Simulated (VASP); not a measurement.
# Si5Ge (P3m1) in VASP: a series of runs, part 2 of 2

VASP 6.6.1. The steps go on from the part before.

## (3) Relaxation of cell and atoms, PBE

This run uses another cell than the first one, of 20.39 Å³/atom, 0.973 times its volume.

The input, INCAR:

```
SYSTEM = Si5Ge
PREC = Accurate ; ENCUT = 600
EDIFF = 1E-7 ; ISMEAR = 0
SIGMA = 0.2 ; LREAL = .FALSE.
LASPH = .TRUE. ; NELM = 80
ALGO = Normal ; ISIF = 3
LWAVE = .FALSE. ; LCHARG = .FALSE.
GGA = PE ; IBRION = 2
NSW = 36 ; EDIFFG = -0.08
```

The input, KPOINTS:

```
Automatic mesh
0
G
  5 5 2
  0 0 0
```

The input, POSCAR:

```
Si5Ge
1.0
    3.8631774200      0.0000000000      0.0000000000
   -1.9315887100      3.3456097900      0.0000000000
    0.0000000000      0.0000000000      9.4632873300
Si Ge
5 1
Direct
    0.0000000000      0.0000000000      0.2500000000
    0.6666666700      0.3333333300      0.3333330000
    0.3333333300      0.6666666700      0.9166670000
    0.6666666700      0.3333333300      0.5833330000
    0.3333333300      0.6666666700      0.6666670000
    0.0000000000      0.0000000000      0.0000000000
```

Potentials or basis: VASP PAW PBE potentials, release 64 (Si, Ge_d).

Command:

```
$ cat potpaw_PBE.64/Si/POTCAR potpaw_PBE.64/Ge_d/POTCAR > POTCAR
$ mpirun -np 1 vasp_std > vasp.out
```

OUTCAR:

```text
SYSTEM = Si5Ge
   PREC = Accurate
   ENCUT = 600
   EDIFF = 1E-7
   ISMEAR = 0
   LREAL = .FALSE.
   LASPH = .TRUE.
   NELM = 80
   ISIF = 3
   GGA = PE
   IBRION = 2
   NSW = 36
   EDIFFG = -0.08

 ion  position               nearest neighbor table
   1  0.000  0.000  0.250-   2 2.37   2 2.37   2 2.37   6 2.37
   2  0.667  0.333  0.333-   1 2.37   1 2.37   1 2.37   4 2.37
   3  0.333  0.667  0.917-   6 2.37   6 2.37   6 2.37   5 2.37
   4  0.667  0.333  0.583-   5 2.37   5 2.37   5 2.37   2 2.37
   5  0.333  0.667  0.667-   4 2.37   4 2.37   4 2.37   3 2.37
   6  0.000  0.000  0.000-   3 2.37   3 2.37   3 2.37   1 2.37

  LATTYP: Found a hexagonal cell.
 ALAT       =     3.8631774200
 C/A-ratio  =     2.4496124048

  Lattice vectors:

 A1 = (   3.8631774200,   0.0000000000,   0.0000000000)
 A2 = (  -1.9315887100,   3.3456097900,   0.0000000000)
 A3 = (   0.0000000000,   0.0000000000,   9.4632873300)

Analysis of symmetry for initial positions (statically):
=====================================================================
 Subroutine PRICEL returns:
 Original cell was already a primitive cell.

 Routine SETGRP: Setting up the symmetry group for a
 hexagonal supercell.

 Subroutine GETGRP returns: Found  6 space group operations
 (whereof  6 operations were pure point group operations)
 out of a pool of 24 trial point group operations.

The static configuration has the point symmetry C_3v.

Analysis of symmetry for dynamics (positions and initial velocities):
=====================================================================
 Subroutine PRICEL returns:
 Original cell was already a primitive cell.

 Routine SETGRP: Setting up the symmetry group for a
 hexagonal supercell.

 Subroutine GETGRP returns: Found  6 space group operations
 (whereof  6 operations were pure point group operations)
 out of a pool of 24 trial point group operations.

The dynamic configuration has the point symmetry C_3v.

 Subroutine INISYM returns: Found  6 space group operations
 (whereof  6 operations are pure point group operations),
 and found     1 'primitive' translations

----------------------------------------------------------------------------------------

                                     Primitive cell

  volume of cell :     122.3100

  direct lattice vectors                    reciprocal lattice vectors
     3.863177420  0.000000000  0.000000000     0.258854278  0.149449587  0.000000000
    -1.931588710  3.345609790  0.000000000     0.000000000  0.298899173  0.000000000
     0.000000000  0.000000000  9.463287330     0.000000000  0.000000000  0.105671525

  length of vectors
     3.863177420  3.863177424  9.463287330     0.298899174  0.298899173  0.105671525

  position of ions in fractional coordinates (direct lattice)
     0.000000000  0.000000000  0.250000000
     0.666666670  0.333333330  0.333333000
     0.333333330  0.666666670  0.916667000
     0.666666670  0.333333330  0.583333000
     0.333333330  0.666666670  0.666667000
     0.000000000  0.000000000  0.000000000

  ion indices of the primitive-cell ions
   primitive index   ion index
                 1           1
                 2           2
                 3           3
                 4           4
                 5           5
                 6           6

----------------------------------------------------------------------------------------

 KPOINTS: Automatic mesh

Automatic generation of k-mesh.
 Grid dimensions read from file:
 generate k-points for:    5    5    2

 Generating k-lattice:

  Cartesian coordinates                     Fractional coordinates (reciprocal lattice)
     0.051770856  0.029889917  0.000000000     0.200000000  0.000000000  0.000000000
     0.000000000  0.059779835  0.000000000     0.000000000  0.200000000  0.000000000
     0.000000000  0.000000000  0.052835762     0.000000000  0.000000000  0.500000000

  Length of vectors
     0.059779835  0.059779835  0.052835762

  Shift w.r.t. Gamma in fractional coordinates (k-lattice)
     0.000000000  0.000000000  0.000000000

 Subroutine IBZKPT returns following result:
 ===========================================

 Found     10 irreducible k-points:

 Following reciprocal coordinates:
            Coordinates               Weight
  0.000000  0.000000  0.000000      1.000000
  0.200000 -0.000000  0.000000      6.000000
  0.400000  0.000000  0.000000      6.000000
  0.200000  0.200000  0.000000      6.000000
  0.400000  0.200000  0.000000      6.000000
  0.000000  0.000000  0.500000      1.000000
  0.200000 -0.000000  0.500000      6.000000
  0.400000  0.000000  0.500000      6.000000
  0.200000  0.200000  0.500000      6.000000
  0.400000  0.200000  0.500000      6.000000
   k-points           NKPTS =     10   k-points in BZ     NKDIM =     10   number of bands    NBANDS=     21
   number of dos      NEDOS =    301   number of ions     NIONS =      6
   total plane-waves  NPLWV =  81920
   dimension x,y,z NGX =    32 NGY =   32 NGZ =   80
   dimension x,y,z NGXF=    64 NGYF=   64 NGZF=  160
   ions per type =               5   1
   NGX,Y,Z   is equivalent  to a cutoff of  13.77, 13.77, 14.05 a.u.
   NGXF,Y,Z  is equivalent  to a cutoff of  27.54, 27.54, 28.11 a.u.
 SYSTEM =  Si5Ge
   PREC   = accura    normal or accurate (medium, high low for compatibility)
   ISTART =      0    job   : 0-new  1-cont  2-samecut
   ICHARG =      2    charge: 1-file 2-atom 10-const
   ISPIN  =      1    spin polarized calculation?
   LNONCOLLINEAR =      F non collinear calculations
   LSORBIT =      F    spin-orbit coupling
   LASPH  =      T    aspherical Exc in radial PAW
   ENCUT  =  600.0 eV  44.10 Ry    6.64 a.u.   7.72  7.72 18.90*2*pi/ulx,y,z
   NELM   =     80;   NELMIN=  2; NELMDL= -5     # of ELM steps
   EDIFF  = 0.1E-06   stopping-criterion for ELM
   LREAL  =      F    real-space projection
   EDIFFG = -.8E-01   stopping-criterion for IOM
   NSW    =     36    number of steps for IOM
   IBRION =      2    ionic relax: 0-MD 1-quasi-New 2-CG
   NFREE  =      1    steps in history (QN), initial steepest desc. (CG)
   ISIF   =      3    stress and relaxation
   ISYM   =      2    0-nonsym 1-usesym 2-fastsym
   POTIM  = 0.5000    time-step for ionic-motion
   TEBEG  =    0.0;   TEEND  =   0.0 temperature during run
   PSTRESS=    0.0 pullay stress
   NELECT =      34.0000    total number of electrons
   NUPDOWN=      -1.0000    fix difference up-down
   EMIN   =  10.00;   EMAX   =-10.00  energy-range for DOS
   EFERMI =   0.00;   METHOD = LEGACY
   ISMEAR =     0;   SIGMA  =   0.20  broadening in eV -4-tet -1-fermi 0-gaus
   EFERMI_NEDOS =   21; number of points for ismear=-14 and -15
   IALGO  =     38    algorithm
   IMIX   =      4    mixing-type and parameters
     AMIX     =   0.40;   BMIX     =  1.00
     AMIX_MAG =   1.60;   BMIX_MAG =  1.00
  volume/ion in A,a.u.               =      20.39       137.56
  Fermi-wavevector in a.u.,A,eV,Ry     =   1.068433  2.019045 15.531708  1.141548
  Thomas-Fermi vector in A             =   2.204081
   LORBIT       =      0    0 simple, 1 ext, 2 COOP (PROOUT), +10 PAW based schemes
   GGA     = PE    functional components
   LHFCALC =     F    Hartree Fock is set to
   AEXX    =    0.0000 exact exchange contribution
   IVDW    =     0    specifies the selected vdW correction
   LEPSILON=     F    determine dielectric tensor
   LRPA    =     F    only Hartree local field effects (RPA)
 conjugate gradient relaxation of ions
 non-spin polarized calculation
 Gauss-broadening in eV      SIGMA  =   0.20
  energy-cutoff  :      600.00
  volume of cell :      122.31
 maximum number of plane-waves:      4118
 NGX is ok and might be reduce to    32
   NGX = 15   NGY = 15   NGZ = 37

--------------------------------------- Ionic step        1  -------------------------------------------

 number of electron      33.9999995 magnetization

 Free energy of the ion-electron system (eV)
  ---------------------------------------------------
  ext. energy  EPLUGINS =         0.00000000
  ---------------------------------------------------
  free energy    TOTEN  =       -31.43689709 eV

  energy without entropy =      -31.43620508  energy(sigma->0) =      -31.43655109

------------------------ aborting loop because EDIFF is reached ----------------------------------------

  FORCE on cell =-STRESS in cart. coord.  units (eV):
  Direction    XX          YY          ZZ          XY          YZ          ZX
  --------------------------------------------------------------------------------------
  -------------------------------------------------------------------------------------
  Total        1.9916806      1.9916806      1.4127014     -0.0000000      0.0000000      0.0000000
  in kB       26.0896529     26.0896530     18.5054215     -0.0000000      0.0000000      0.0000000
  external PRESSURE =      23.5615758 kB  Pullay stress =       0.0000000 kB
[... 185 lines left out ...]
  energy  without entropy=      -31.4773380003  energy(sigma->0) =      -31.47769247

--------------------------------------- Ionic step        6  -------------------------------------------

 number of electron      33.9999990 magnetization

 Free energy of the ion-electron system (eV)
  ---------------------------------------------------
  ext. energy  EPLUGINS =         0.00000000
  ---------------------------------------------------
  free energy    TOTEN  =       -31.47898523 eV

  energy without entropy =      -31.47826729  energy(sigma->0) =      -31.47862626

 E-fermi :   5.8193     XC(G=0):  -9.4101

 val. band max:        5.4816422214   @ k =   0.0000   0.0000   0.0000
 cond. band min:       6.1985329574   @ k =   0.4000   0.0000   0.0000
 fundamental gap:      0.7168907359
 Fermi energy:         5.8192555995

 k-point     1 :       0.0000    0.0000    0.0000
  band No.  band energies     occupation
      1     -18.6762      2.00000
      2     -18.6692      2.00000
      3     -18.6692      2.00000
      4     -18.6453      2.00000
      5     -18.6453      2.00000
      6      -6.5154      2.00000
[... 262 lines left out ...]
  FREE ENERGIE OF THE ION-ELECTRON SYSTEM (eV)
  ---------------------------------------------------
  free  energy   TOTEN  =       -31.4789852322 eV

  energy  without entropy=      -31.4782672907  energy(sigma->0) =      -31.47862626

 reached required accuracy - stopping structural energy minimisation
```

Wall time 96 s (1 thread of Intel Xeon Platinum 8559C (Emerald Rapids), shared host); peak memory 0.28 GiB.

What came out:

```
Free energy                            : -31.4790 eV
Relaxed volume                         : 20.93 Å³/atom
Relaxed cell                           : a = 3.904 Å, b = 3.904 Å, c = 9.510 Å, α = 90.00°, β = 90.00°, γ = 120.00°
Space group after relaxing (to 0.05 Å) : P3m1 (No. 156)
Energy gained by relaxing              : 7.0 meV/atom
Ionic steps                            : 6
Pressure after relaxing                : 0.0 GPa
Largest force after relaxing           : 0.020 eV/Å
Band gap on the k mesh                 : 0.72 eV, indirect (least direct gap 1.35 eV)
```

Forces in eV/Å, atoms in the order of the input:
```
Si   0.000  0.000 -0.008
Si   0.000  0.000  0.020
Si   0.000  0.000  0.000
Si   0.000  0.000 -0.001
Si   0.000  0.000 -0.018
Ge   0.000  0.000  0.006
```

The path:
| step | energy change (eV) | largest force (eV/Å) | pressure (GPa) | volume (Å³) |
| --- | --- | --- | --- | --- |
| 1 | 0.0000 | 0.4876 | 2.36 | 122.31 |
| 2 | -0.0284 | 0.1791 | -1.36 | 127.69 |
| 3 | -0.0348 | 0.2479 | -0.32 | 126.03 |
| 4 | -0.0399 | 0.1174 | -0.11 | 125.70 |
| 5 | -0.0411 | 0.1156 | 0.07 | 125.44 |
| 6 | -0.0421 | 0.0198 | 0.00 | 125.55 |

Final structure:
```cif
data_structure
_symmetry_space_group_name_H-M 'P 1'
_symmetry_Int_Tables_number 1
_cell_length_a 3.9044
_cell_length_b 3.9044
_cell_length_c 9.5101
_cell_angle_alpha 90.000
_cell_angle_beta 90.000
_cell_angle_gamma 120.000
_cell_volume 125.55
loop_
_atom_site_label
_atom_site_type_symbol
_atom_site_fract_x
_atom_site_fract_y
_atom_site_fract_z
_atom_site_occupancy
Si1 Si 0.00000 0.00000 0.25425 1
Si2 Si 0.66667 0.33333 0.33467 1
Si3 Si 0.33333 0.66667 0.91288 1
Si4 Si 0.66667 0.33333 0.58377 1
Si5 Si 0.33333 0.66667 0.66488 1
Ge1 Ge 0.00000 0.00000 0.99955 1
```

Caveat: the relaxation stopped at a loose force limit of 0.08 eV/Å, so its end isn't a converged minimum. PBE gaps usually lie below the measured ones, often by a third to a half.
